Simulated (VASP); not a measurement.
The system is Mo3Br.

```xyz
4
Lattice="4.1632 0.0000 0.0000 0.0000 4.1632 0.0000 0.0000 0.0000 4.1632" Properties=species:S:1:pos:R:3 pbc="T T T"
Mo    0.0000    2.0816    2.0816
Mo    2.0816    0.0000    2.0816
Mo    2.0816    2.0816    0.0000
Br    0.0000    0.0000    0.0000
```

| Quantity | Value |
| --- | --- |
| Program | VASP 6.6.1 |
| Task | relaxation of cell and atoms |
| Functional | r2SCAN |
| Potentials or basis | VASP PAW PBE potentials, release 64 (Mo_sv, Br) |
| Cutoff | 600 eV |
| k mesh | 4 × 4 × 4 |
| Occupations | gaussian, width 0.1 eV |
| Spin | no spin polarisation |

At the start: pressure -11.8 GPa; volume 18.04 Å³/atom.

Task: How do energy, volume and symmetry change on relaxing?

Result: Over 4 steps the energy falls by 56.2 meV/atom and the volume is 16.62 Å³/atom (-7.8 %); space group Pm-3m (No. 221, to 0.05 Å).

Step by step:
```csv
step,energy change (eV),largest force (eV/Å),pressure (GPa),volume (Å³)
1,0.0000,0.0000,-11.79,72.16
2,0.2902,0.0000,24.84,59.17
3,-0.2247,0.0000,-0.42,66.64
4,-0.2249,0.0000,-0.05,66.50
```

Final structure:
```xyz
4
Lattice="4.0514 0.0000 0.0000 0.0000 4.0514 0.0000 0.0000 0.0000 4.0514" Properties=species:S:1:pos:R:3 pbc="T T T"
Mo    0.0000    2.0257    2.0257
Mo    2.0257    0.0000    2.0257
Mo    2.0257    2.0257    0.0000
Br    0.0000    0.0000    0.0000
```

Caveat: the k points lie up to 0.39 Å⁻¹ apart in the final cell; the PAW data sets were made with another functional, which shifts forces and pressure a little; an odd number of electrons without spin polarisation forces a metal; a magnetic or distorted state may lie lower.
